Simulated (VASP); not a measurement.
Set up this calculation in VASP 6.6.1, as the native input.

```yaml
Task: single point
Functional: PBEsol
Potentials_or_basis: VASP PAW PBE potentials, release 64 (Co)
Cutoff: 520 eV
k_mesh: 18 × 18 × 8
Occupations: gaussian, width 0.15 eV
Spin: collinear spin, ferromagnetic start
Starting_moments: "[1.8, 1.8] μB"
Dipole_correction: no
Further_INCAR_settings: ALGO = Normal; EDIFF = 1e-07; NBANDS = 20
```

The structure of Co lies in POSCAR:

```
Co
1.0
    2.4564223054      0.0000000000      0.0000000000
   -1.2282111527      2.1273241189      0.0000000000
    0.0000000000      0.0000000000      3.9694136133
Co
2
Direct
    0.3333333333      0.6666666667      0.2500000000
    0.6666666667      0.3333333333      0.7500000000
```

One way to write it, as run:

INCAR

```
SYSTEM = Co
PREC = Accurate
ENCUT = 520
EDIFF = 1E-7
ISMEAR = 0
SIGMA = 0.15
LREAL = .FALSE.
LASPH = .TRUE.
NELM = 150
ALGO = Normal
ISIF = 2
LWAVE = .FALSE.
LCHARG = .TRUE.
ISPIN = 2
MAGMOM = 1.8 1.8
LORBIT = 11
LMAXMIX = 4
GGA = PS
LELF = .TRUE.
LVHAR = .TRUE.
NBANDS = 20
```

KPOINTS

```
Automatic mesh
0
G
  18 18 8
  0 0 0
```

Potentials or basis: VASP PAW PBE potentials, release 64 (Co).

Command:

```sh
$ cat potpaw_PBE.64/Co/POTCAR > POTCAR
$ mpirun -np 1 vasp_std > vasp.out
```

Results of the run:

* Pressure: -0.8 GPa
* Net moment: 3.14 μB per cell
* Site moments: Co +1.58 μB
* Valence electrons inside the program's atomic spheres: Co 8.36

Caveat: the PAW data sets were made with another functional, which shifts forces and pressure a little.

Wall time 3.9 min on 1 thread of Intel Xeon 8259CL, on a shared host, peak memory 0.22 GiB.
